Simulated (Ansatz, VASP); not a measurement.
TaSi2 in VASP and in Ansatz

```
CELL_PARAMETERS angstrom
4.74651 0.00000 0.00000
-2.37325 4.11060 0.00000
0.00000 0.00000 6.54222
ATOMIC_POSITIONS crystal
Ta 0.50000 0.00000 0.50000
Ta 0.50000 0.50000 0.83333
Ta 0.00000 0.50000 0.16667
Si 0.15904 0.31808 0.50000
Si 0.84096 0.15904 0.83333
Si 0.68192 0.84096 0.16667
Si 0.84096 0.68192 0.50000
Si 0.15904 0.84096 0.83333
Si 0.31808 0.15904 0.16667
```

Alike in both runs: functional PBE; dispersion D3(BJ); k mesh 9 × 9 × 6; occupations gaussian, width 0.1 eV; no spin polarisation.

Ansatz relaxed the structure, and its values are those at the end. VASP's run is a single point on that final structure, the one shown.

|  | VASP | Ansatz |
| --- | --- | --- |
| version | VASP 6.6.1 | Ansatz 0.2.0 |
| potentials or method | VASP PAW PBE potentials, release 64 (Ta_pv, Si), cutoff 520 eV | scalar-relativistic, plane waves, PAW |
| valence electrons in the cell | 57 | 63 |

Ansatz gave:

| Property | Result |
| --- | --- |
| gap on the k mesh at the Fermi level (eV) | none |
| pressure (GPa) | 0.0 |

Task: What did VASP give for the same quantities?

Result: gap on the k mesh at the Fermi level (eV): none; pressure (GPa): 0.1.

A gap of «none» marks a metal or a gap that the smearing closes. VASP's potentials hold 57 valence electrons a cell and Ansatz's 63, so a difference there can come from the potentials and not from the codes.

Neither program's run includes spin-orbit coupling.
